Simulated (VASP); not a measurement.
Input of a VASP 6.6.1 run:

Contents of INCAR:

```
PREC = Accurate
ENCUT = 600
EDIFF = 1E-6
ISMEAR = 0
SIGMA = 0.1
LREAL = F
LASPH = T
NELM = 60
ALGO = Normal
ISIF = 3
LWAVE = F
LCHARG = F
GGA = PE
IBRION = 2
NSW = 90
EDIFFG = -0.04
```

File KPOINTS:

```
Automatic mesh
0
Gamma
  4 4 4
```

File POSCAR:

```
Mo2C3
1.0
    3.8314511500      0.0000000000      0.0000000000
    0.0000000000      3.8314511500      0.0000000000
    0.0000000000      0.0000000000      5.6785514500
Mo C
2 3
Direct
    0.5000000000      0.0000000000      0.5000000000
    0.0000000000      0.5000000000      0.5000000000
    0.0000000000      0.0000000000      0.3463554700
    0.0000000000      0.0000000000      0.6536445300
    0.0000000000      0.0000000000      0.0000000000
```

Potentials or basis: VASP PAW PBE potentials, release 64 (Mo_sv, C).

Command:

```bash
$ cat potpaw_PBE.64/Mo_sv/POTCAR potpaw_PBE.64/C/POTCAR > POTCAR
$ mpirun -np 1 vasp_std > vasp.out
```

Task: What does it give for the band gap on the k mesh?

Result: Zero (bands 20 and 21 overlap by 1.57 eV).

Task: Estimate the space group after relaxing (to 0.1 Å).

Result: P4/mmm (No. 123).

Task: Predict the relaxed cell.

Result: a = 3.636 Å, b = 3.636 Å, c = 5.393 Å, α = 90.00°, β = 90.00°, γ = 90.00°.

Task: Predict the relaxed volume.

Result: 14.26 Å³/atom.

Forces on the atoms (eV/Å):
```
Mo   0.000  0.000  0.000
Mo   0.000  0.000  0.000
C    0.000  0.000 -0.013
C    0.000  0.000  0.013
C    0.000  0.000  0.000
```

Caveat: the k points lie up to 0.43 Å⁻¹ apart in the final cell, too coarse for converged energies and pressures of a metal.
